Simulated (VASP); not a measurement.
Set up this calculation in VASP 6.6.1, as the native input.

```yaml
Task: single point
Functional: r2SCAN
Potentials_or_basis: VASP PAW PBE potentials, release 64 (Tl_d, Cl)
Cutoff: 550 eV
k_mesh: 6 × 6 × 6
Occupations: gaussian, width 0.01 eV
Spin: no spin polarisation
Dipole_correction: no
Further_INCAR_settings: ALGO = Normal; EDIFF = 1e-06; NBANDS = 17
```

TlCl:

```
Tl Cl
1.0
     3.79363    0.00000    0.00000
     0.00000    3.79363    0.00000
     0.00000    0.00000    3.79363
Tl Cl
1 1
Direct
  0.00000 0.00000 0.00000
  0.50000 0.50000 0.50000
```

These files were run (other wordings do the same):

POSCAR

```
TlCl
1.0
    3.7936346943      0.0000000000      0.0000000000
    0.0000000000      3.7936346943      0.0000000000
    0.0000000000      0.0000000000      3.7936346943
Tl Cl
1 1
Direct
    0.0000000000      0.0000000000      0.0000000000
    0.5000000000      0.5000000000      0.5000000000
```

INCAR.step1

```
ALGO = Normal
EDIFF = 1E-5
ENCUT = 550
GGA = PE
GGA_COMPAT = False
ISMEAR = 0
LASPH = True
LCHARG = False
LREAL = False
LWAVE = True
NBANDS = 17
NELM = 120
PREC = Accurate
SIGMA = 0.01
```

INCAR.step2

```
ALGO = Normal
EDIFF = 1E-6
ENCUT = 550
GGA_COMPAT = False
ISIF = 2
ISMEAR = 0
ISTART = 1
LASPH = True
LCHARG = True
LELF = True
LMIXTAU = True
LREAL = False
LVHAR = True
LWAVE = False
METAGGA = R2SCAN
NBANDS = 17
NELM = 120
PREC = Accurate
SIGMA = 0.01
```

KPOINTS

```
k-points
0
Gamma
  6 6 6
```

Potentials or basis: VASP PAW PBE potentials, release 64 (Tl_d, Cl).

Run with:

```bash
$ cat potpaw_PBE.64/Tl_d/POTCAR potpaw_PBE.64/Cl/POTCAR > POTCAR
$ cp INCAR.step1 INCAR
$ mpirun -np 1 vasp_std > vasp.out
$ cp INCAR.step2 INCAR
$ mpirun -np 1 vasp_std > vasp.out
```

It gave:

The pressure is 1.0 GPa. The band gap on the k mesh is 2.43 eV.

Caveat: the PAW data sets were made with another functional, which shifts forces and pressure a little; spin-orbit coupling is left out, which moves the levels of the heavy elements.

It took 2 min on 1 thread of Intel Xeon 8259CL, with other jobs on the host, peak memory 0.18 GiB.
